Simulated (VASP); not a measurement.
NaCl, 2 atoms in the cell. It takes space group Pm-3m (No. 221, cubic). Conventional cell: a = 3.554 Å, b = 3.554 Å, c = 3.554 Å, α = 90.00°, β = 90.00°, γ = 90.00°. Within 4.1 Å of Cl (site symmetry m-3m) lie 8 Na at 3.08 Å and 6 Cl at 3.55 Å. Na (site symmetry m-3m) has 8 Cl at 3.08 Å and 6 Na at 3.55 Å within 4.1 Å. 

| Quantity | Value |
| --- | --- |
| Program | VASP 6.6.1 |
| Task | single point |
| Functional | BLYP |
| Potentials or basis | VASP PAW PBE potentials, release 64 (Cl, Na_pv) |
| Cutoff | 520 eV |
| k mesh | 8 × 8 × 8 |
| Occupations | fermi-dirac, width 0.05 eV |
| Spin | no spin polarisation |
| Dipole correction | no |
| Further INCAR settings | ALGO = Normal; EDIFF = 1e-07; NBANDS = 14 |

Potentials or basis: VASP PAW PBE potentials, release 64 (Cl, Na_pv).

The run is started by

```bash
$ cat potpaw_PBE.64/Cl/POTCAR potpaw_PBE.64/Na_pv/POTCAR > POTCAR
$ mpirun -np 1 vasp_std > vasp.out
```

Hardware: 1 thread of AMD EPYC 7R13 Processor (Zen 3), with other jobs on the host.

**Question.** How long does it take, and how much memory?

**Answer.** Wall time 19 s on 1 thread of AMD EPYC 7R13 Processor (Zen 3), with other jobs on the host, peak memory 0.13 GiB. Counts: scf iterations 13, k points 35.
